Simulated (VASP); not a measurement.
# Ti (I4/mmm) in VASP: single point with r2SCAN

Aim: the single point of Ti with r2SCAN.

Everything below comes from runs of VASP 6.6.1. Logs are shortened: lines on timing, memory, paths and dates and some standing lists are left out, and cuts for length are marked.

### Step 1. The cell of the first run

The structure is tetragonal, space group I4/mmm (No. 139). The conventional cell has a = 2.957 Å, b = 2.957 Å, c = 3.999 Å, α = 90.00°, β = 90.00°, γ = 90.00°. Within 3.8 Å of Ti (site symmetry 4/mmm) lie 12 Ti at 2.89 to 2.96 Å.

### Step 2. Single point, r2SCAN (strain +0.030 along x and y, -0.015 along z)

POSCAR

```
Ti
1.0
    0.0000000000      2.0909000000      1.9995500000
    2.0909000000      0.0000000000      1.9995500000
    2.0909000000      2.0909000000      0.0000000000
Ti
1
Direct
    0.0000000000      0.0000000000      0.0000000000
```

INCAR.step1

```
SYSTEM = Ti
ALGO = Normal
EDIFF = 1E-4
ENCUT = 520
GGA = PE
ISMEAR = 0
LASPH = .True.
LCHARG = .False.
LREAL = .False.
LWAVE = .True.
NBANDS = 12
NELM = 100
PREC = Accurate
SIGMA = 0.15
```

INCAR.step2

```
SYSTEM = Ti
ALGO = Normal
EDIFF = 1E-7
ENCUT = 520
ISIF = 2
ISMEAR = 0
ISTART = 1
LASPH = .True.
LCHARG = .True.
LELF = .True.
LMIXTAU = .True.
LREAL = .False.
LVHAR = .True.
LWAVE = .False.
METAGGA = R2SCAN
NBANDS = 12
NELM = 100
PREC = Accurate
SIGMA = 0.15
```

KPOINTS

```
k-points
0
Gamma
  20 20 20
  0 0 0
```

Potentials or basis: VASP PAW PBE potentials, release 64 (Ti_sv).

Started as:

```sh
cat potpaw_PBE.64/Ti_sv/POTCAR > POTCAR
cp INCAR.step1 INCAR
mpirun -np 1 vasp_std > vasp.out
cp INCAR.step2 INCAR
mpirun -np 1 vasp_std > vasp.out
```

OUTCAR:

```text
SYSTEM = Ti
   EDIFF = 1E-7
   ENCUT = 520
   ISIF = 2
   ISMEAR = 0
   ISTART = 1
   LASPH = .True.
   LREAL = .False.
   METAGGA = R2SCAN
   NELM = 100
   PREC = Accurate

 ion  position               nearest neighbor table
   1  0.000  0.000  0.000-

  LATTYP: Found a body centered tetragonal cell.
 ALAT       =     2.9569791376
 C/A-ratio  =     1.3524275329

  Lattice vectors:

 A1 = (   0.0000000000,  -2.0909000000,  -1.9995500000)
 A2 = (   0.0000000000,   2.0909000000,  -1.9995500000)
 A3 = (   2.0909000000,   0.0000000000,   1.9995500000)

Analysis of symmetry for initial positions (statically):
=====================================================================
 Subroutine PRICEL returns:
 Original cell was already a primitive cell.

 Routine SETGRP: Setting up the symmetry group for a
 body centered tetragonal supercell.

 Subroutine GETGRP returns: Found 16 space group operations
 (whereof 16 operations were pure point group operations)
 out of a pool of 16 trial point group operations.

The static configuration has the point symmetry D_4h.

Analysis of symmetry for dynamics (positions and initial velocities):
=====================================================================
 Subroutine PRICEL returns:
 Original cell was already a primitive cell.

 Routine SETGRP: Setting up the symmetry group for a
 body centered tetragonal supercell.

 Subroutine GETGRP returns: Found 16 space group operations
 (whereof 16 operations were pure point group operations)
 out of a pool of 16 trial point group operations.

The dynamic configuration has the point symmetry D_4h.

 Subroutine INISYM returns: Found 16 space group operations
 (whereof 16 operations are pure point group operations),
 and found     1 'primitive' translations

----------------------------------------------------------------------------------------

                                     Primitive cell

  volume of cell :      17.4835

  direct lattice vectors                    reciprocal lattice vectors
     0.000000000  2.090900000  1.999550000    -0.239131474  0.239131474  0.250056263
     2.090900000  0.000000000  1.999550000     0.239131474 -0.239131474  0.250056263
     2.090900000  2.090900000  0.000000000     0.239131474  0.239131474 -0.250056263

  length of vectors
     2.893106118  2.893106118  2.956979138     0.420589894  0.420589894  0.420589894

  position of ions in fractional coordinates (direct lattice)
     0.000000000  0.000000000  0.000000000

  ion indices of the primitive-cell ions
   primitive index   ion index
                 1           1

----------------------------------------------------------------------------------------

 KPOINTS: k-points

Automatic generation of k-mesh.
 Grid dimensions read from file:
 generate k-points for:   20   20   20

 Generating k-lattice:

  Cartesian coordinates                     Fractional coordinates (reciprocal lattice)
    -0.011956574  0.011956574  0.012502813     0.050000000  0.000000000  0.000000000
     0.011956574 -0.011956574  0.012502813     0.000000000  0.050000000  0.000000000
     0.011956574  0.011956574 -0.012502813     0.000000000  0.000000000  0.050000000

  Length of vectors
     0.021029495  0.021029495  0.021029495

  Shift w.r.t. Gamma in fractional coordinates (k-lattice)
     0.000000000  0.000000000  0.000000000

 Subroutine IBZKPT returns following result:
 ===========================================

 Found    641 irreducible k-points:

 Following reciprocal coordinates:
            Coordinates               Weight
  0.000000  0.000000  0.000000      1.000000
  0.050000  0.000000  0.000000      8.000000
  0.100000 -0.000000  0.000000      8.000000
  0.150000 -0.000000  0.000000      8.000000
  0.200000 -0.000000  0.000000      8.000000
  0.250000 -0.000000  0.000000      8.000000
[... 16 lines left out ...]
 -0.400000  0.050000  0.000000      8.000000
 -0.350000  0.050000  0.000000      8.000000
 [... further k-points ...]
   k-points           NKPTS =    641   k-points in BZ     NKDIM =    641   number of bands    NBANDS=     12
   number of dos      NEDOS =    301   number of ions     NIONS =      1
   total plane-waves  NPLWV =  13824
   dimension x,y,z NGX =    24 NGY =   24 NGZ =   24
   dimension x,y,z NGXF=    48 NGYF=   48 NGZF=   48
   ions per type =               1
   NGX,Y,Z   is equivalent  to a cutoff of  13.79, 13.79, 13.49 a.u.
   NGXF,Y,Z  is equivalent  to a cutoff of  27.58, 27.58, 26.99 a.u.
 SYSTEM =  Ti
   PREC   = accura    normal or accurate (medium, high low for compatibility)
   ISTART =      1    job   : 0-new  1-cont  2-samecut
   ICHARG =      0    charge: 1-file 2-atom 10-const
   ISPIN  =      1    spin polarized calculation?
   LNONCOLLINEAR =      F non collinear calculations
   LSORBIT =      F    spin-orbit coupling
   LASPH  =      T    aspherical Exc in radial PAW
   ENCUT  =  520.0 eV  38.22 Ry    6.18 a.u.   5.38  5.38  5.50*2*pi/ulx,y,z
   NELM   =    100;   NELMIN=  2; NELMDL=  0     # of ELM steps
   EDIFF  = 0.1E-06   stopping-criterion for ELM
   LREAL  =      F    real-space projection
   EDIFFG = 0.1E-05   stopping-criterion for IOM
   NSW    =      0    number of steps for IOM
   IBRION =     -1    ionic relax: 0-MD 1-quasi-New 2-CG
   NFREE  =      0    steps in history (QN), initial steepest desc. (CG)
   ISIF   =      2    stress and relaxation
   ISYM   =      2    0-nonsym 1-usesym 2-fastsym
   POTIM  = 0.5000    time-step for ionic-motion
   TEBEG  =    0.0;   TEEND  =   0.0 temperature during run
   PSTRESS=    0.0 pullay stress
   NELECT =      12.0000    total number of electrons
   NUPDOWN=      -1.0000    fix difference up-down
   EMIN   =  10.00;   EMAX   =-10.00  energy-range for DOS
   EFERMI =   0.00;   METHOD = LEGACY
   ISMEAR =     0;   SIGMA  =   0.15  broadening in eV -4-tet -1-fermi 0-gaus
   EFERMI_NEDOS =   21; number of points for ismear=-14 and -15
   IALGO  =     38    algorithm
   IMIX   =      4    mixing-type and parameters
     AMIX     =   0.40;   BMIX     =  1.00
     AMIX_MAG =   1.60;   BMIX_MAG =  1.00
  volume/ion in A,a.u.               =      17.48       117.98
  Fermi-wavevector in a.u.,A,eV,Ry     =   1.444084  2.728922 28.373280  2.085377
  Thomas-Fermi vector in A             =   2.562418
   LORBIT       =      0    0 simple, 1 ext, 2 COOP (PROOUT), +10 PAW based schemes
   METAGGA = R2SCAN    functional components
   LHFCALC =     F    Hartree Fock is set to
   AEXX    =    0.0000 exact exchange contribution
   IVDW    =     0    specifies the selected vdW correction
   LEPSILON=     F    determine dielectric tensor
   LRPA    =     F    only Hartree local field effects (RPA)
 non-spin polarized calculation
 Gauss-broadening in eV      SIGMA  =   0.15
  energy-cutoff  :      520.00
  volume of cell :       17.48
 maximum number of plane-waves:       499
 NGX is ok and might be reduce to    24
   NGX = 11   NGY = 11   NGZ = 11

 number of electron      11.9999999 magnetization

 Free energy of the ion-electron system (eV)
  ---------------------------------------------------
  ext. energy  EPLUGINS =         0.00000000
  ---------------------------------------------------
  free energy    TOTEN  =       -12.88605844 eV

  energy without entropy =      -12.86781931  energy(sigma->0) =      -12.87693888

 E-fermi :   8.1559     XC(G=0): -12.3780

 val. band max:        8.1557619199   @ k =  -0.3500   0.1000   0.3500
 cond. band min:       8.1562246307   @ k =  -0.4000   0.4000   0.2000
 fundamental gap:      0.0004627108
 Fermi energy:         8.1558919412

 k-point     1 :       0.0000    0.0000    0.0000
  band No.  band energies     occupation
      1     -50.9007      2.00000
      2     -25.7117      2.00000
      3     -25.7116      2.00000
      4     -25.7094      2.00000
      5       1.7063      2.00000
      6       9.0548      0.00000
      7       9.0548      0.00000
      8       9.3857      0.00000
      9      10.7413      0.00000
     10      11.1209      0.00000
     11      23.9427      0.00000
     12      28.3848      0.00000

 k-point     2 :       0.0500    0.0000    0.0000
  band No.  band energies     occupation
      1     -50.8976      2.00000
      2     -25.7282      2.00000
      3     -25.7143      2.00000
      4     -25.7118      2.00000
      5       1.7901      2.00000
      6       9.0287      0.00000
      7       9.0847      0.00000
      8       9.3869      0.00000
      9      10.7248      0.00000
     10      11.0967      0.00000
     11      24.0093      0.00000
     12      27.8604      0.00000

 k-point     3 :       0.1000   -0.0000    0.0000
  band No.  band energies     occupation
      1     -50.8888      2.00000
      2     -25.7783      2.00000
      3     -25.7219      2.00000
      4     -25.7166      2.00000
      5       2.0374      2.00000
      6       8.9187      0.00000
      7       9.1636      0.00000
      8       9.4264      0.00000
      9      10.6885      0.00000
     10      11.0348      0.00000
     11      24.1392      0.00000
     12      26.5898      0.00000

 k-point     4 :       0.1500   -0.0000    0.0000
  band No.  band energies     occupation
      1     -50.8750      2.00000
      2     -25.8558      2.00000
      3     -25.7338      2.00000
      4     -25.7240      2.00000
      5       2.4345      2.00000
      6       8.7203      0.00000
      7       9.2560      0.00000
      8       9.5144      0.00000
      9      10.6731      0.00000
     10      10.9674      0.00000
     11      23.9848      0.00000
     12      25.4187      0.00000

 k-point     5 :       0.2000   -0.0000    0.0000
  band No.  band energies     occupation
      1     -50.8577      2.00000
      2     -25.9526      2.00000
      3     -25.7487      2.00000
      4     -25.7333      2.00000
      5       2.9569      2.00000
      6       8.4841      0.00197
      7       9.3064      0.00000
      8       9.5968      0.00000
      9      10.7393      0.00000
     10      10.9479      0.00000
     11      22.9470      0.00000
     12      24.9829      0.00000
[... 228 lines left out ...]
      1     -50.7739      2.00000
      2     -26.3876      2.00000
      3     -25.8220      2.00000
      4     -25.7875      2.00000
      5       5.5298      2.00000
      6       8.4504      0.00549
      7       8.9467      0.00000
      8       9.2747      0.00000
      9      11.9864      0.00000
     10      12.0493      0.00000
     11      16.6931      0.00000
     12      23.2039      0.00000

 k-point    22 :      -0.4500    0.0500    0.0000
  band No.  band energies     occupation
      1     -50.7753      2.00000
      2     -26.3802      2.00000
      3     -25.8180      2.00000
      4     -25.7903      2.00000
      5       5.5022      2.00000
      6       8.4171      0.01377
      7       8.9517      0.00000
      8       9.2837      0.00000
      9      11.9570      0.00000
     10      12.0151      0.00000
     11      16.8156      0.00000
     12      23.2440      0.00000

 k-point    23 :      -0.4000    0.0500    0.0000
  band No.  band energies     occupation
      1     -50.7826      2.00000
      2     -26.3418      2.00000
      3     -25.8093      2.00000
      4     -25.7896      2.00000
      5       5.3277      2.00000
      6       8.2588      0.33189
      7       9.0025      0.00000
      8       9.3057      0.00000
      9      11.7404      0.00000
     10      11.9214      0.00000
     11      17.4772      0.00000
     12      23.4444      0.00000

 k-point    24 :      -0.3500    0.0500    0.0000
  band No.  band energies     occupation
      1     -50.7952      2.00000
      2     -26.2759      2.00000
      3     -25.7965      2.00000
      4     -25.7854      2.00000
      5       4.9691      2.00000
      6       8.1115      1.32440
      7       9.0928      0.00000
      8       9.3648      0.00000
      9      11.4370      0.00000
     10      11.7429      0.00000
     11      18.5192      0.00000
     12      23.7803      0.00000

 [... further k-points ...]

------------------------ aborting loop because EDIFF is reached ----------------------------------------

  FORCE on cell =-STRESS in cart. coord.  units (eV):
  Direction    XX          YY          ZZ          XY          YZ          ZX
  --------------------------------------------------------------------------------------
  -------------------------------------------------------------------------------------
  Total       -0.0952347     -0.0952347      0.0671514      0.0000000      0.0000000     -0.0000000
  in kB       -8.7272393     -8.7272393      6.1537049      0.0000000      0.0000000     -0.0000000
  external PRESSURE =      -3.7669246 kB  Pullay stress =       0.0000000 kB

 VOLUME and BASIS-vectors are now :
 -----------------------------------------------------------------------------
  energy-cutoff  :      520.00
  volume of cell :       17.48
      direct lattice vectors                 reciprocal lattice vectors
     0.000000000  2.090900000  1.999550000    -0.239131474  0.239131474  0.250056263
     2.090900000  0.000000000  1.999550000     0.239131474 -0.239131474  0.250056263
     2.090900000  2.090900000  0.000000000     0.239131474  0.239131474 -0.250056263

 POSITION                                       TOTAL-FORCE (eV/Angst)
 -----------------------------------------------------------------------------------
      0.00000      0.00000      0.00000         0.000000      0.000000      0.000000
 -----------------------------------------------------------------------------------
    total drift:                                0.000000      0.000000      0.000000

  FREE ENERGIE OF THE ION-ELECTRON SYSTEM (eV)
  ---------------------------------------------------
  free  energy   TOTEN  =       -12.8860584411 eV

  energy  without entropy=      -12.8678193117  energy(sigma->0) =      -12.87693888
```

Wall time 2.8 min (1 thread of Intel Xeon 6975P-C (Granite Rapids), shared host); peak memory 0.25 GiB.

What came out:

| Item | Value |
| --- | --- |
| Free energy | -12.8861 eV |
| Pressure | -0.4 GPa |
| Band gap on the k mesh | zero (band 6 reaches 9.10 eV, above the bottom of band 7 at 7.65 eV) |

Stress tensor (GPa, compression positive):
```
-0.87  0.00  0.00
 0.00 -0.87  0.00
 0.00  0.00  0.62
```

Caveat: the cell differs from its parent crystal (strain +0.030 along x and y, -0.015 along z); the PAW data sets were made with another functional, which shifts forces and pressure a little.
